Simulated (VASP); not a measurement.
Ca, 1 atom in the cell. Symmetry: I4/mmm, No. 139, tetragonal system. The conventional cell has a = 4.122 Å, b = 4.122 Å, c = 4.659 Å, α = 90.00°, β = 90.00°, γ = 90.00°. Ca (site symmetry 4/mmm) has 14 Ca at 3.73 to 4.66 Å within 4.9 Å.  This cell differs from its parent crystal: strain -0.080 along x and y, +0.040 along z.

```yaml
Program: VASP 6.6.1
Task: single point
Functional: PBEsol
Potentials_or_basis: VASP PAW PBE potentials, release 64 (Ca_sv)
Cutoff: 520 eV
k_mesh: 16 × 16 × 16
Occupations: gaussian, width 0.15 eV
Spin: no spin polarisation
Dipole_correction: no
Further_INCAR_settings: ALGO = Fast; EDIFF = 1e-06; NBANDS = 11
```

Potentials or basis: VASP PAW PBE potentials, release 64 (Ca_sv).

Command:

```sh
$ cat potpaw_PBE.64/Ca_sv/POTCAR > POTCAR
$ mpirun -np 1 vasp_std > vasp.out
```

Hardware: 1 thread of Intel(R) Xeon(R) Platinum 8259CL CPU @ 2.50GHz (Skylake/Cascade Lake) (shared host).

Problem. Estimate the wall time of this run.

Solution. It took 100 s on 1 thread of Intel(R) Xeon(R) Platinum 8259CL CPU @ 2.50GHz (Skylake/Cascade Lake) (shared host), peak memory 0.27 GiB. Counts: scf iterations 13, k points 349.
